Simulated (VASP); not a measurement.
A run of VASP 6.6.1 is set up as follows.

Contents of INCAR:

```
SYSTEM = Hf2TiTe5
PREC = Accurate
ENCUT = 520
EDIFF = 1E-7
ISMEAR = 0
SIGMA = 0.2
LREAL = .FALSE.
LASPH = .TRUE.
NELM = 80
ALGO = Normal
ISIF = 2
LWAVE = .FALSE.
LCHARG = .TRUE.
GGA = PE
LELF = .TRUE.
LVHAR = .TRUE.
NBANDS = 41
```

Contents of KPOINTS:

```
Automatic mesh
0
G
  5 5 1
  0 0 0
```

File POSCAR:

```
Hf2TiTe5
1.0
    3.9841011294      0.0000000000      0.0000000000
   -1.9920505647      3.4503327893      0.0000000000
    0.0000000000      0.0000000000     17.3538079454
Hf Ti Te
2 1 5
Direct
    0.6666666667      0.3333333333      0.4041795421
    0.3333333333      0.6666666667     -0.0028582252
    0.0000000000      0.0000000000      0.6005112811
    0.3333333333      0.6666666667      0.5071209232
    0.6666666667      0.3333333333      0.6926400199
    0.0000000000      0.0000000000      0.3039879337
    0.6666666667      0.3333333333      0.0992585767
    0.0000000000      0.0000000000      0.8951599485
```

Potentials or basis: VASP PAW PBE potentials, release 64 (Hf_pv, Ti_sv, Te).

Run with:

```bash
$ cat potpaw_PBE.64/Hf_pv/POTCAR potpaw_PBE.64/Ti_sv/POTCAR potpaw_PBE.64/Te/POTCAR > POTCAR
$ mpirun -np 1 vasp_std > vasp.out
```

Task: Predict the pressure.

Result: -0.1 GPa.

Task: Estimate the largest force.

Result: 0.077 eV/Å.

Stress tensor (GPa, compression positive):
```
-0.20  0.00  0.00
 0.00 -0.20  0.00
 0.00  0.00  0.18
```

Caveat: this functional lacks dispersion, which binds the layers, so the pressure and a relaxed spacing across them are unreliable.
